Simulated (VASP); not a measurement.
# SiRu (P2_13) in VASP: further runs

SiRu is run at these levels: PBE; tasks: single point.

Program: VASP 6.6.1. These are calculated values, not measurements. Logs are shortened: lines on timing, memory, paths and dates and some standing lists are left out, and cuts for length are marked.

### 1 The cell of the first run

Symmetry: P2_13, No. 198, cubic system. Conventional cell: a = 4.705 Å, b = 4.705 Å, c = 4.705 Å, α = 90.00°, β = 90.00°, γ = 90.00°. Within 3.1 Å of Si (site symmetry 3) lie 7 Ru at 2.38 to 2.70 Å and 6 Si at 2.92 Å. Ru (site symmetry 3) has 7 Si at 2.38 to 2.70 Å and 6 Ru at 2.88 Å within 3.1 Å.

### 2 Single point, PBE

INCAR

```
SYSTEM = SiRu
ALGO = Normal
EDIFF = 1E-6
ENCUT = 560
GGA = PE
GGA_COMPAT = .False.
ISIF = 2
ISMEAR = -1
LASPH = .True.
LCHARG = .False.
LREAL = .False.
LWAVE = .False.
NBANDS = 50
NELM = 120
PREC = Accurate
SIGMA = 0.02
```

KPOINTS

```
k-points
0
Gamma
  6 6 6
  0 0 0
```

POSCAR

```
SiRu
1.0
    4.7048235956      0.0000000000      0.0000000000
    0.0000000000      4.7048235956      0.0000000000
    0.0000000000      0.0000000000      4.7048235956
Si Ru
4 4
Direct
    0.1624240174      0.3375759826      0.6624240174
    0.3375759826      0.6624240174      0.1624240174
    0.6624240174      0.1624240174      0.3375759826
    0.8375759826      0.8375759826      0.8375759826
    0.8705990389      0.6294009611      0.3705990389
    0.6294009611      0.3705990389      0.8705990389
    0.3705990389      0.8705990389      0.6294009611
    0.1294009611      0.1294009611      0.1294009611
```

Potentials or basis: VASP PAW PBE potentials, release 64 (Si, Ru_sv).

The run is started by

```console
> cat potpaw_PBE.64/Si/POTCAR potpaw_PBE.64/Ru_sv/POTCAR > POTCAR
> mpirun -np 1 vasp_std > vasp.out
```

OUTCAR:

```text
SYSTEM = SiRu
   EDIFF = 1E-6
   ENCUT = 560
   GGA = PE
   ISIF = 2
   ISMEAR = -1
   LASPH = .True.
   LREAL = .False.
   NELM = 120
   PREC = Accurate

 ion  position               nearest neighbor table
   1  0.162  0.338  0.662-   5 2.38   6 2.41   7 2.41   8 2.41   7 2.70   8 2.70   6 2.70   2 2.92
                             2 2.92   3 2.92   3 2.92   4 2.92   4 2.92
   2  0.338  0.662  0.162-   6 2.38   5 2.41   7 2.41   8 2.41   5 2.70   7 2.70   8 2.70   1 2.92
                             1 2.92   4 2.92   4 2.92   3 2.92   3 2.92
   3  0.662  0.162  0.338-   7 2.38   6 2.41   5 2.41   8 2.41   6 2.70   5 2.70   8 2.70   4 2.92
                             1 2.92   1 2.92   4 2.92   2 2.92   2 2.92
   4  0.838  0.838  0.838-   8 2.38   6 2.41   7 2.41   5 2.41   6 2.70   5 2.70   7 2.70   2 2.92
                             3 2.92   3 2.92   2 2.92   1 2.92   1 2.92
   5  0.871  0.629  0.371-   1 2.38   2 2.41   3 2.41   4 2.41   3 2.70   4 2.70   2 2.70
   6  0.629  0.371  0.871-   2 2.38   1 2.41   3 2.41   4 2.41   1 2.70   3 2.70   4 2.70
   7  0.371  0.871  0.629-   3 2.38   2 2.41   1 2.41   4 2.41   2 2.70   1 2.70   4 2.70
   8  0.129  0.129  0.129-   4 2.38   2 2.41   3 2.41   1 2.41   2 2.70   1 2.70   3 2.70

  LATTYP: Found a simple cubic cell.
 ALAT       =     4.7048235956

  Lattice vectors:

 A1 = (   4.7048235956,   0.0000000000,   0.0000000000)
 A2 = (   0.0000000000,   4.7048235956,   0.0000000000)
 A3 = (   0.0000000000,   0.0000000000,   4.7048235956)

Analysis of symmetry for initial positions (statically):
=====================================================================
 Subroutine PRICEL returns:
 Original cell was already a primitive cell.

 Routine SETGRP: Setting up the symmetry group for a
 simple cubic supercell.

 Subroutine GETGRP returns: Found 12 space group operations
 (whereof  3 operations were pure point group operations)
 out of a pool of 48 trial point group operations.

The static configuration has the point symmetry C_3 .
 The point group associated with its full space group is T   .

Analysis of symmetry for dynamics (positions and initial velocities):
=====================================================================
 Subroutine PRICEL returns:
 Original cell was already a primitive cell.

 Routine SETGRP: Setting up the symmetry group for a
 simple cubic supercell.

 Subroutine GETGRP returns: Found 12 space group operations
 (whereof  3 operations were pure point group operations)
 out of a pool of 48 trial point group operations.

The dynamic configuration has the point symmetry C_3 .
 The point group associated with its full space group is T   .

 Subroutine INISYM returns: Found 12 space group operations
 (whereof  3 operations are pure point group operations),
 and found     1 'primitive' translations

----------------------------------------------------------------------------------------

                                     Primitive cell

  volume of cell :     104.1430

  direct lattice vectors                    reciprocal lattice vectors
     4.704823596  0.000000000  0.000000000     0.212547820  0.000000000  0.000000000
     0.000000000  4.704823596  0.000000000     0.000000000  0.212547820  0.000000000
     0.000000000  0.000000000  4.704823596     0.000000000  0.000000000  0.212547820

  length of vectors
     4.704823596  4.704823596  4.704823596     0.212547820  0.212547820  0.212547820

  position of ions in fractional coordinates (direct lattice)
     0.162424017  0.337575983  0.662424017
     0.337575983  0.662424017  0.162424017
     0.662424017  0.162424017  0.337575983
     0.837575983  0.837575983  0.837575983
     0.870599039  0.629400961  0.370599039
     0.629400961  0.370599039  0.870599039
     0.370599039  0.870599039  0.629400961
     0.129400961  0.129400961  0.129400961

  ion indices of the primitive-cell ions
   primitive index   ion index
                 1           1
                 2           2
                 3           3
                 4           4
                 5           5
                 6           6
                 7           7
                 8           8

----------------------------------------------------------------------------------------

 KPOINTS: k-points

Automatic generation of k-mesh.
 Grid dimensions read from file:
 generate k-points for:    6    6    6

 Generating k-lattice:

  Cartesian coordinates                     Fractional coordinates (reciprocal lattice)
     0.035424637  0.000000000  0.000000000     0.166666667  0.000000000  0.000000000
     0.000000000  0.035424637  0.000000000     0.000000000  0.166666667  0.000000000
     0.000000000  0.000000000  0.035424637     0.000000000  0.000000000  0.166666667

  Length of vectors
     0.035424637  0.035424637  0.035424637

  Shift w.r.t. Gamma in fractional coordinates (k-lattice)
     0.000000000  0.000000000  0.000000000

 Subroutine IBZKPT returns following result:
 ===========================================

 Found     24 irreducible k-points:

 Following reciprocal coordinates:
            Coordinates               Weight
  0.000000  0.000000  0.000000      1.000000
  0.166667  0.000000  0.000000      6.000000
  0.333333  0.000000  0.000000      6.000000
  0.500000  0.000000  0.000000      3.000000
  0.166667  0.166667  0.000000     12.000000
  0.333333  0.166667  0.000000     12.000000
[... 16 lines left out ...]
  0.500000  0.500000  0.333333      6.000000
  0.500000  0.500000  0.500000      1.000000
   k-points           NKPTS =     24   k-points in BZ     NKDIM =     24   number of bands    NBANDS=     50
   number of dos      NEDOS =    301   number of ions     NIONS =      8
   total plane-waves  NPLWV =  46656
   dimension x,y,z NGX =    36 NGY =   36 NGZ =   36
   dimension x,y,z NGXF=    72 NGYF=   72 NGZF=   72
   ions per type =               4   4
   NGX,Y,Z   is equivalent  to a cutoff of  12.72, 12.72, 12.72 a.u.
   NGXF,Y,Z  is equivalent  to a cutoff of  25.44, 25.44, 25.44 a.u.
 SYSTEM =  SiRu
   PREC   = accura    normal or accurate (medium, high low for compatibility)
   ISTART =      0    job   : 0-new  1-cont  2-samecut
   ICHARG =      2    charge: 1-file 2-atom 10-const
   ISPIN  =      1    spin polarized calculation?
   LNONCOLLINEAR =      F non collinear calculations
   LSORBIT =      F    spin-orbit coupling
   LASPH  =      T    aspherical Exc in radial PAW
   ENCUT  =  560.0 eV  41.16 Ry    6.42 a.u.   9.08  9.08  9.08*2*pi/ulx,y,z
   NELM   =    120;   NELMIN=  2; NELMDL= -5     # of ELM steps
   EDIFF  = 0.1E-05   stopping-criterion for ELM
   LREAL  =      F    real-space projection
   EDIFFG = 0.1E-04   stopping-criterion for IOM
   NSW    =      0    number of steps for IOM
   IBRION =     -1    ionic relax: 0-MD 1-quasi-New 2-CG
   NFREE  =      0    steps in history (QN), initial steepest desc. (CG)
   ISIF   =      2    stress and relaxation
   ISYM   =      2    0-nonsym 1-usesym 2-fastsym
   POTIM  = 0.5000    time-step for ionic-motion
   TEBEG  =    0.0;   TEEND  =   0.0 temperature during run
   PSTRESS=    0.0 pullay stress
   NELECT =      80.0000    total number of electrons
   NUPDOWN=      -1.0000    fix difference up-down
   EMIN   =  10.00;   EMAX   =-10.00  energy-range for DOS
   EFERMI =   0.00;   METHOD = LEGACY
   ISMEAR =    -1;   SIGMA  =   0.02  broadening in eV -4-tet -1-fermi 0-gaus
   EFERMI_NEDOS =   21; number of points for ismear=-14 and -15
   IALGO  =     38    algorithm
   IMIX   =      4    mixing-type and parameters
     AMIX     =   0.40;   BMIX     =  1.00
     AMIX_MAG =   1.60;   BMIX_MAG =  1.00
  volume/ion in A,a.u.               =      13.02        87.85
  Fermi-wavevector in a.u.,A,eV,Ry     =   1.499322  2.833307 30.585427  2.247965
  Thomas-Fermi vector in A             =   2.610967
   LORBIT       =      0    0 simple, 1 ext, 2 COOP (PROOUT), +10 PAW based schemes
   GGA     = PE    functional components
   LHFCALC =     F    Hartree Fock is set to
   AEXX    =    0.0000 exact exchange contribution
   IVDW    =     0    specifies the selected vdW correction
   LEPSILON=     F    determine dielectric tensor
   LRPA    =     F    only Hartree local field effects (RPA)
 non-spin polarized calculation
  energy-cutoff  :      560.00
  volume of cell :      104.14
 maximum number of plane-waves:      3178
   NGX = 19   NGY = 19   NGZ = 19

 number of electron      80.0000023 magnetization

 Free energy of the ion-electron system (eV)
  ---------------------------------------------------
  ext. energy  EPLUGINS =         0.00000000
  ---------------------------------------------------
  free energy    TOTEN  =       -63.85738188 eV

  energy without entropy =      -63.85729938  energy(sigma->0) =      -63.85734063

 E-fermi :  13.6175     XC(G=0): -13.0098

 val. band max:       13.4936360308   @ k =   0.1667   0.0000   0.0000
 cond. band min:      13.7641912597   @ k =  -0.1667   0.3333   0.0000
 fundamental gap:      0.2705552289
 Fermi energy:        13.6175187310

 k-point     1 :       0.0000    0.0000    0.0000
  band No.  band energies     occupation
      1     -59.1811      2.00000
      2     -59.1309      2.00000
      3     -59.1309      2.00000
      4     -59.1309      2.00000
      5     -29.4242      2.00000
      6     -29.4242      2.00000
[... 42 lines left out ...]
     49      18.9095      0.00000
     50      18.9226      0.00000

 k-point     2 :       0.1667    0.0000    0.0000
  band No.  band energies     occupation
      1     -59.1786      2.00000
      2     -59.1390      2.00000
      3     -59.1300      2.00000
      4     -59.1261      2.00000
      5     -29.4457      2.00000
      6     -29.4287      2.00000
[... 42 lines left out ...]
     49      18.6072      0.00000
     50      18.7133      0.00000

 k-point     3 :       0.3333    0.0000    0.0000
  band No.  band energies     occupation
      1     -59.1714      2.00000
      2     -59.1496      2.00000
      3     -59.1280      2.00000
      4     -59.1246      2.00000
      5     -29.4540      2.00000
      6     -29.4396      2.00000
[... 1102 lines left out ...]
     49      18.9575      0.00000
     50      18.9575      0.00000

 k-point    24 :       0.5000    0.5000    0.5000
  band No.  band energies     occupation
      1     -59.1434      2.00000
      2     -59.1434      2.00000
      3     -59.1434      2.00000
      4     -59.1434      2.00000
      5     -29.4050      2.00000
      6     -29.4050      2.00000
[... 42 lines left out ...]
     49      19.3273      0.00000
     50      19.3273      0.00000

------------------------ aborting loop because EDIFF is reached ----------------------------------------

  FORCE on cell =-STRESS in cart. coord.  units (eV):
  Direction    XX          YY          ZZ          XY          YZ          ZX
  --------------------------------------------------------------------------------------
  -------------------------------------------------------------------------------------
  Total        3.0311020      3.0311020      3.0311020      0.0000000      0.0000000      0.0000000
  in kB       46.6316840     46.6316840     46.6316840      0.0000000      0.0000000      0.0000000
  external PRESSURE =      46.6316840 kB  Pullay stress =       0.0000000 kB

 VOLUME and BASIS-vectors are now :
 -----------------------------------------------------------------------------
  energy-cutoff  :      560.00
  volume of cell :      104.14
      direct lattice vectors                 reciprocal lattice vectors
     4.704823596  0.000000000  0.000000000     0.212547820  0.000000000  0.000000000
     0.000000000  4.704823596  0.000000000     0.000000000  0.212547820  0.000000000
     0.000000000  0.000000000  4.704823596     0.000000000  0.000000000  0.212547820

 POSITION                                       TOTAL-FORCE (eV/Angst)
 -----------------------------------------------------------------------------------
      0.76418      1.58824      3.11659        -0.041923      0.041923     -0.041923
      1.58824      3.11659      0.76418         0.041923     -0.041923     -0.041923
      3.11659      0.76418      1.58824        -0.041923     -0.041923      0.041923
      3.94065      3.94065      3.94065         0.041923      0.041923      0.041923
      4.09601      2.96122      1.74360        -0.065168      0.065168     -0.065168
      2.96122      1.74360      4.09601         0.065168     -0.065168     -0.065168
      1.74360      4.09601      2.96122        -0.065168     -0.065168      0.065168
      0.60881      0.60881      0.60881         0.065168      0.065168      0.065168
 -----------------------------------------------------------------------------------
    total drift:                                0.000000      0.000001     -0.000000

  FREE ENERGIE OF THE ION-ELECTRON SYSTEM (eV)
  ---------------------------------------------------
  free  energy   TOTEN  =       -63.8573818814 eV

  energy  without entropy=      -63.8572993832  energy(sigma->0) =      -63.85734063
```

Wall time 91 s (1 thread of AMD EPYC 7R13 (Zen 3), shared host); peak memory 0.23 GiB.

What came out:

```
Free energy            : -63.8574 eV
Pressure               : 4.7 GPa
Largest force          : 0.113 eV/Å
Band gap on the k mesh : 0.27 eV (least direct gap 0.33 eV)
```

Forces in eV/Å, atoms in the order of the input:
```
Si  -0.042  0.042 -0.042
Si   0.042 -0.042 -0.042
Si  -0.042 -0.042  0.042
Si   0.042  0.042  0.042
Ru  -0.065  0.065 -0.065
Ru   0.065 -0.065 -0.065
Ru  -0.065 -0.065  0.065
Ru   0.065  0.065  0.065
```

Caveat: the cell stands under pressure.

(Part 1 of 2 ends here.)
